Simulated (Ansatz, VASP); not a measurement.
One calculation of Li3GaC, two programs

```
Li Ga C
1.0
     6.37640    0.00000    0.00000
    -3.18820    5.52212    0.00000
     0.00000    0.00000    3.91521
Li Ga C
6 2 2
Direct
  0.83321 0.66642 0.75000
  0.33358 0.16679 0.75000
  0.83321 0.16679 0.75000
  0.16679 0.33358 0.25000
  0.66642 0.83321 0.25000
  0.16679 0.83321 0.25000
  0.33333 0.66667 0.75000
  0.66667 0.33333 0.25000
  0.00000 0.00000 0.00000
  0.00000 0.00000 0.50000
```

Alike in both runs: task relaxation of cell and atoms; functional PBE; k mesh 9 × 9 × 10; occupations gaussian, width 0.1 eV; no spin polarisation.

|  | VASP | Ansatz |
| --- | --- | --- |
| version | VASP 6.6.1 | Ansatz 0.2.0 |
| potentials or method | VASP PAW PBE potentials, release 64 (Li_sv, Ga_d, C), cutoff 600 eV | scalar-relativistic, plane waves, PAW |
| valence electrons in the cell | 52 | 52 |

|  | VASP | Ansatz | Ansatz less VASP |
| --- | --- | --- | --- |
| gap on the k mesh at the Fermi level, each at its own relaxed structure (eV) | none | none | - |
| relaxed volume (Å³/atom) | 14.19 | 14.27 | +0.086 |
| relaxed cell length with the largest relative difference (Å) | 6.984 | 7.014 | +0.0295 |

A gap of «none» marks a metal or a gap that the smearing closes.

Noted on VASP's run: the cutoff is short for stress, so the pressure is rough.
